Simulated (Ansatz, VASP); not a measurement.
# One calculation of HfO2, two programs

```xyz
3
Lattice="0.0000 2.5575 2.5575 2.5575 0.0000 2.5575 2.5575 2.5575 0.0000" Properties=species:S:1:pos:R:3 pbc="T T T"
Hf    0.0000    0.0000    0.0000
O     1.1921    1.1921    1.1921
O     3.9229    3.9229    3.9229
```

Change from the starting cell: mode 7 (564.8 1/cm) frozen in, largest displacement -0.150 Å.

Alike in both runs: task single point; functional r2SCAN; k mesh 8 × 8 × 8; occupations gaussian, width 0.05 eV; no spin polarisation.

```csv
,VASP,Ansatz
version,VASP 6.6.1,Ansatz 0.2.0
potentials or method,"VASP PAW PBE potentials, release 64 (Hf_pv, O), cutoff 520 eV","scalar-relativistic, plane waves, PAW"
valence electrons in the cell,22,38
```

Ansatz gave:

```
gap on the k mesh at the Fermi level (eV)                     : 4.24
least direct gap on the mesh (eV)                             : 4.26
pressure (GPa)                                                : -3.1
traceless stress, the component that is largest in VASP (GPa) : 5.31
rms of the force components (eV/Å)                            : 1.603
```

Problem. What did VASP give for the same quantities?

Solution. gap on the k mesh at the Fermi level (eV): 4.24; least direct gap on the mesh (eV): 4.27; pressure (GPa): -6.7; traceless stress, the component that is largest in VASP (GPa): 4.71; rms of the force components (eV/Å): 1.573.

VASP's potentials were made for PBE, not for r2SCAN. Atom by atom the forces differ by 0.030 eV/Å (rms over components). The functional is the same, so the differences come from potentials, cutoffs and numerics. VASP's potentials hold 22 valence electrons a cell and Ansatz's 38, so a difference there can come from the potentials and not from the codes.

Spin-orbit coupling is off throughout.
